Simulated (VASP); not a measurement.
A run of VASP 6.6.1 is set up as follows.

POSCAR

```
MgO
1.0
    0.0000000000      2.1021680256      2.1021680256
    2.1021680256      0.0000000000      2.1021680256
    2.1021680256      2.1021680256      0.0000000000
Mg O
1 1
Direct
    0.0000000000      0.0000000000      0.0000000000
    0.5000000000      0.5000000000      0.5000000000
```

The input INCAR.step1:

```
PREC = Accurate
ENCUT = 520
EDIFF = 1E-5
ISMEAR = 0
SIGMA = 0.01
LREAL = False
LASPH = True
NELM = 100
ALGO = Normal
ISIF = 2
LWAVE = True
NBANDS = 11
GGA = PE
```

File INCAR.step2:

```
PREC = Accurate
ENCUT = 520
EDIFF = 1E-6
ISMEAR = 0
SIGMA = 0.01
LREAL = False
LASPH = True
NELM = 100
ALGO = Normal
ISIF = 2
LWAVE = False
LCHARG = True
GGA = PE
LHFCALC = True
AEXX = 0.75
HFSCREEN = 0.1
PRECFOCK = Normal
LELF = True
LVHAR = True
NBANDS = 11
ISTART = 1
```

The input KPOINTS:

```
Automatic mesh
0
Gamma
  6 6 6
```

Potentials or basis: VASP PAW PBE potentials, release 64 (Mg, O).

Run with:

```console
$ cat potpaw_PBE.64/Mg/POTCAR potpaw_PBE.64/O/POTCAR > POTCAR
$ cp INCAR.step1 INCAR
$ mpirun -np 1 vasp_std > vasp.out
$ cp INCAR.step2 INCAR
$ mpirun -np 1 vasp_std > vasp.out
```

Problem. Estimate the pressure.

Solution. -11.3 GPa.

Problem. Predict the band gap on the k mesh.

Solution. 11.27 eV.

Caveat: the k points lie up to 0.43 Å⁻¹ apart; the PAW data sets were made with another functional, which shifts forces and pressure a little.
